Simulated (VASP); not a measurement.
# Ni (Im-3m) in VASP: settings compared, part 2 of 2

VASP 6.6.1. Earlier steps stand in the parts before.

### Step 4. Single point, r2SCAN, collinear spin, ferromagnetic start

POSCAR reads:

```
Ni
1.0
   -1.3837150000      1.3837150000      1.3837150000
    1.3837150000     -1.3837150000      1.3837150000
    1.3837150000      1.3837150000     -1.3837150000
Ni
1
Direct
    0.0000000000      0.0000000000      0.0000000000
```

INCAR.step1 reads:

```
SYSTEM = Ni
PREC = Accurate
ENCUT = 520
ISMEAR = -1
SIGMA = 0.1
LREAL = .FALSE.
LASPH = .TRUE.
NELM = 150
ISPIN = 2
MAGMOM = 2
LMAXMIX = 4
NBANDS = 15
GGA = PE
ALGO = Normal
EDIFF = 1E-4
LWAVE = .TRUE.
LCHARG = .FALSE.
```

INCAR.step2 reads:

```
SYSTEM = Ni
PREC = Accurate
ENCUT = 520
EDIFF = 1E-6
ISMEAR = -1
SIGMA = 0.1
LREAL = .FALSE.
LASPH = .TRUE.
NELM = 150
ALGO = Normal
ISIF = 2
LWAVE = .FALSE.
LCHARG = .TRUE.
ISPIN = 2
MAGMOM = 2
LORBIT = 11
LMAXMIX = 4
METAGGA = R2SCAN
LMIXTAU = .TRUE.
LELF = .TRUE.
LVHAR = .TRUE.
NBANDS = 15
ISTART = 1
```

KPOINTS reads:

```
Automatic mesh
0
G
  15 15 15
  0 0 0
```

Potentials or basis: VASP PAW PBE potentials, release 64 (Ni).

The run is started by

```console
$ cat potpaw_PBE.64/Ni/POTCAR > POTCAR
$ cp INCAR.step1 INCAR
$ mpirun -np 1 vasp_std > vasp.out
$ cp INCAR.step2 INCAR
$ mpirun -np 1 vasp_std > vasp.out
```

OUTCAR:

```text
SYSTEM = Ni
   PREC = Accurate
   ENCUT = 520
   EDIFF = 1E-6
   ISMEAR = -1
   LREAL = .FALSE.
   LASPH = .TRUE.
   NELM = 150
   ISIF = 2
   ISPIN = 2
   LORBIT = 11
   METAGGA = R2SCAN
   ISTART = 1

 ion  position               nearest neighbor table
   1  0.000  0.000  0.000-

  LATTYP: Found a body centered cubic cell.
 ALAT       =     2.7674300000

  Lattice vectors:

 A1 = (  -1.3837150000,   1.3837150000,   1.3837150000)
 A2 = (   1.3837150000,  -1.3837150000,   1.3837150000)
 A3 = (   1.3837150000,   1.3837150000,  -1.3837150000)

Analysis of symmetry for initial positions (statically):
=====================================================================
 Subroutine PRICEL returns:
 Original cell was already a primitive cell.

 Routine SETGRP: Setting up the symmetry group for a
 body centered cubic supercell.

 Subroutine GETGRP returns: Found 48 space group operations
 (whereof 48 operations were pure point group operations)
 out of a pool of 48 trial point group operations.

The static configuration has the point symmetry O_h .

Analysis of symmetry for dynamics (positions and initial velocities):
=====================================================================
 Subroutine PRICEL returns:
 Original cell was already a primitive cell.

 Routine SETGRP: Setting up the symmetry group for a
 body centered cubic supercell.

 Subroutine GETGRP returns: Found 48 space group operations
 (whereof 48 operations were pure point group operations)
 out of a pool of 48 trial point group operations.

The dynamic configuration has the point symmetry O_h .

Analysis of structural, dynamic, and magnetic symmetry:
=====================================================================
 Subroutine PRICEL returns:
 Original cell was already a primitive cell.

 Routine SETGRP: Setting up the symmetry group for a
 body centered cubic supercell.

 Subroutine GETGRP returns: Found 48 space group operations
 (whereof 48 operations were pure point group operations)
 out of a pool of 48 trial point group operations.

The overall configuration has the point symmetry O_h .

 Subroutine INISYM returns: Found 48 space group operations
 (whereof 48 operations are pure point group operations),
 and found     1 'primitive' translations

----------------------------------------------------------------------------------------

                                     Primitive cell

  volume of cell :      10.5974

  direct lattice vectors                    reciprocal lattice vectors
    -1.383715000  1.383715000  1.383715000     0.000000000  0.361346086  0.361346086
     1.383715000 -1.383715000  1.383715000     0.361346086  0.000000000  0.361346086
     1.383715000  1.383715000 -1.383715000     0.361346086  0.361346086  0.000000000

  length of vectors
     2.396664683  2.396664683  2.396664683     0.511020536  0.511020536  0.511020536

  position of ions in fractional coordinates (direct lattice)
     0.000000000  0.000000000  0.000000000

  ion indices of the primitive-cell ions
   primitive index   ion index
                 1           1

----------------------------------------------------------------------------------------

 KPOINTS: Automatic mesh

Automatic generation of k-mesh.
 Grid dimensions read from file:
 generate k-points for:   15   15   15
[... 72 lines left out ...]
   POTIM  = 0.5000    time-step for ionic-motion
   TEBEG  =    0.0;   TEEND  =   0.0 temperature during run
   PSTRESS=    0.0 pullay stress
   NELECT =      10.0000    total number of electrons
   NUPDOWN=      -1.0000    fix difference up-down
   EMIN   =  10.00;   EMAX   =-10.00  energy-range for DOS
   EFERMI =   0.00;   METHOD = LEGACY
   ISMEAR =    -1;   SIGMA  =   0.10  broadening in eV -4-tet -1-fermi 0-gaus
   EFERMI_NEDOS =   21; number of points for ismear=-14 and -15
   IALGO  =     38    algorithm
   IMIX   =      4    mixing-type and parameters
     AMIX     =   0.40;   BMIX     =  1.00
     AMIX_MAG =   1.60;   BMIX_MAG =  1.00
  volume/ion in A,a.u.               =      10.60        71.51
  Fermi-wavevector in a.u.,A,eV,Ry     =   1.605739  3.034406 35.081214  2.578397
  Thomas-Fermi vector in A             =   2.702037
   LORBIT       =     11    0 simple, 1 ext, 2 COOP (PROOUT), +10 PAW based schemes
   METAGGA = R2SCAN    functional components
   LHFCALC =     F    Hartree Fock is set to
   AEXX    =    0.0000 exact exchange contribution
   IVDW    =     0    specifies the selected vdW correction
   LEPSILON=     F    determine dielectric tensor
   LRPA    =     F    only Hartree local field effects (RPA)
 spin polarized calculation
  energy-cutoff  :      520.00
  volume of cell :       10.60
 maximum number of plane-waves:       321
 NGX is ok and might be reduce to    18
   NGX =  9   NGY =  9   NGZ =  9

 number of electron      10.0000004 magnetization       0.6453195

 Free energy of the ion-electron system (eV)
  ---------------------------------------------------
  ext. energy  EPLUGINS =         0.00000000
  ---------------------------------------------------
  free energy    TOTEN  =       -11.85160444 eV

  energy without entropy =      -11.80906151  energy(sigma->0) =      -11.83033298

 E-fermi :   9.5120     XC(G=0): -14.5452

 val. band max:        9.5047185939   @ k =  -0.2667   0.4667   0.0667
 cond. band min:       9.5181116843   @ k =  -0.3333   0.3333   0.2667
 fundamental gap:      0.0133930904
 Fermi energy:         9.5120095588

 spin component 1

 k-point     1 :       0.0000    0.0000    0.0000
  band No.  band energies     occupation
      1       0.0848      1.00000
      2       6.7721      1.00000
      3       6.7723      1.00000
      4       6.7723      1.00000
      5       8.3013      0.99999
      6       8.3013      0.99999
      7      37.2466      0.00000
      8      37.2468      0.00000
      9      37.2468      0.00000
     10      42.4501      0.00000
     11      42.4501      0.00000
     12      43.9579      0.00000
     13      43.9582      0.00000
     14      43.9582      0.00000
[... 403 lines left out ...]
      4       8.1906      1.00000
      5       8.5682      0.99992
      6      12.9618      0.00000
      7      16.6168      0.00000
      8      22.6100      0.00000
      9      29.8791      0.00000
     10      37.8470      0.00000
     11      43.2532      0.00000
     12      46.1335      0.00000
     13      49.3385      0.00000
     14      53.2736      0.00000
     15      57.8143      0.00000

 [... further k-points ...]

 spin component 2

 k-point     1 :       0.0000    0.0000    0.0000
  band No.  band energies     occupation
      1      -0.0985      1.00000
      2       7.9081      1.00000
      3       7.9081      1.00000
      4       7.9083      1.00000
      5       8.9925      0.99449
      6       8.9926      0.99448
      7      37.2166      0.00000
      8      37.2166      0.00000
      9      37.2168      0.00000
     10      42.4492      0.00000
     11      42.4493      0.00000
     12      44.3629      0.00000
     13      44.3629      0.00000
     14      44.3630      0.00000
[... 403 lines left out ...]
      4       9.0597      0.98926
      5       9.4912      0.55176
      6      13.3528      0.00000
      7      17.0767      0.00000
      8      22.8068      0.00000
      9      30.0399      0.00000
     10      37.9645      0.00000
     11      43.3696      0.00000
     12      46.3902      0.00000
     13      49.9745      0.00000
     14      55.4600      0.00000
     15      58.0301      0.00000

 [... further k-points ...]

------------------------ aborting loop because EDIFF is reached ----------------------------------------

  FORCE on cell =-STRESS in cart. coord.  units (eV):
  Direction    XX          YY          ZZ          XY          YZ          ZX
  --------------------------------------------------------------------------------------
  -------------------------------------------------------------------------------------
  Total        0.0259947      0.0259947      0.0259947      0.0000000      0.0000000      0.0000000
  in kB        3.9300226      3.9300226      3.9300226      0.0000000      0.0000000      0.0000000
  external PRESSURE =       3.9300226 kB  Pullay stress =       0.0000000 kB

 VOLUME and BASIS-vectors are now :
 -----------------------------------------------------------------------------
  energy-cutoff  :      520.00
  volume of cell :       10.60
      direct lattice vectors                 reciprocal lattice vectors
    -1.383715000  1.383715000  1.383715000     0.000000000  0.361346086  0.361346086
     1.383715000 -1.383715000  1.383715000     0.361346086  0.000000000  0.361346086
     1.383715000  1.383715000 -1.383715000     0.361346086  0.361346086  0.000000000

 POSITION                                       TOTAL-FORCE (eV/Angst)
 -----------------------------------------------------------------------------------
      0.00000      0.00000      0.00000         0.000000      0.000000      0.000000
 -----------------------------------------------------------------------------------
    total drift:                                0.000000      0.000000      0.000000

  FREE ENERGIE OF THE ION-ELECTRON SYSTEM (eV)
  ---------------------------------------------------
  free  energy   TOTEN  =       -11.8516044398 eV

  energy  without entropy=      -11.8090615132  energy(sigma->0) =      -11.83033298

 total charge

# of ion       s       p       d       tot
------------------------------------------
    1        0.517   0.528   8.353   9.398

 magnetization (x)

# of ion       s       p       d       tot
------------------------------------------
    1       -0.007  -0.031   0.699   0.661
```

It took 61 s on 1 thread of Intel Xeon 6975P-C (Granite Rapids), shared host; peak memory 0.14 GiB.

Results:

- Free energy: -11.8516 eV
- Pressure: 0.4 GPa
- Net moment: 0.65 μB per cell
- Site moments: Ni +0.66 μB
- Valence electrons inside the program's atomic spheres: Ni 9.40

Levels at points of the mesh, in eV from the Fermi level:
Spin up:
| k point | band 1 | band 2 | band 3 | band 4 | band 5 | band 6 | band 7 | band 8 | band 9 | band 10 |
| --- | --- | --- | --- | --- | --- | --- | --- | --- | --- | --- |
| (0.00, 0.00, 0.00) | -9.43 | -2.74 | -2.74 | -2.74 | -1.21 | -1.21 | 27.73 | 27.73 | 27.73 | 32.94 |
Spin down:
| k point | band 3 | band 4 | band 5 | band 6 | band 7 | band 8 |
| --- | --- | --- | --- | --- | --- | --- |
| (0.00, 0.00, 0.00) | -1.60 | -1.60 | -0.52 | -0.52 | 27.70 | 27.70 |

Caveat: the PAW data sets were made with another functional, which shifts forces and pressure a little.

### Step 5. Summary

```tsv
level	potentials or basis	gap on the mesh (eV)	pressure (GPa)	moment (μB)
BLYP	VASP PAW PBE potentials, release 64 (Ni)	none	17.2	0.39
LDA	VASP PAW LDA potentials, release 64 (Ni)	none	-11.2	0.17
r2SCAN	VASP PAW PBE potentials, release 64 (Ni)	none	0.4	0.65
```

Alike in all rows: task single point; spin collinear, ferromagnetic start; cell as given; k mesh 15 × 15 × 15; cutoff (eV) 520; smearing fermi-dirac 0.1 eV.

Caveats: the PAW data sets were made with another functional, which shifts forces and pressure a little (some runs).

Absolute energies hang on the potentials; compare differences alone.
